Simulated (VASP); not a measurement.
# GaSi2: single point with r2SCAN

Crystal: GaSi2.

```xyz
3
Lattice="-1.7541 1.7541 4.2258 1.7541 -1.7541 4.2258 1.7541 1.7541 -4.2258" Properties=species:S:1:pos:R:3 pbc="T T T"
Ga    0.0000    0.0000    0.0000
Si    0.0000    1.7541    2.1129
Si    1.7541    0.0000    2.1129
```

| Quantity | Value |
| --- | --- |
| Program | VASP 6.6.1 |
| Task | single point |
| Functional | r2SCAN |
| Potentials or basis | VASP PAW PBE potentials, release 64 (Ga_d, Si) |
| Cutoff | 520 eV |
| k mesh | 18 × 18 × 18 |
| Occupations | gaussian, width 0.1 eV |
| Spin | no spin polarisation |
| Dipole correction | no |
| Further INCAR settings | ALGO = Normal; EDIFF = 1e-07; NBANDS = 18 |

```json
{
 "Pressure": "0.0 GPa",
 "Band gap on the k mesh": "zero (an odd number of electrons rules out a gap without spin polarisation)"
}
```

Stress tensor (GPa, compression positive):
```
-0.07  0.00  0.00
 0.00 -0.07  0.00
 0.00  0.00  0.03
```

Levels at points of the mesh, in eV from the Fermi level:
```
           k point  band 6  band 7  band 8  band 9  band 10  band 11  band 12  band 13  band 14  band 15
(0.00, 0.00, 0.00)  -13.65   -4.92   -3.66   -1.89    -1.89     0.07     2.11     2.83     2.83     3.02
(0.50, 0.00, 0.00)  -10.45  -10.05   -4.91   -3.99     0.26     0.80     3.15     3.33     3.56     4.26
(0.50, 0.50, 0.00)   -7.84   -7.54   -6.79   -6.49    -3.34    -2.20     0.88     2.41     2.72     5.09
(0.50, 0.50, 0.50)  -12.81   -9.39   -2.64   -2.64    -0.66     1.62     5.22     5.62     6.06     7.22
```

Wall time 25 min on 1 thread of Intel(R) Xeon(R) Platinum 8488C (Sapphire Rapids) (shared host), peak memory 0.55 GiB.

Caveat: the PAW data sets were made with another functional, which shifts forces and pressure a little.
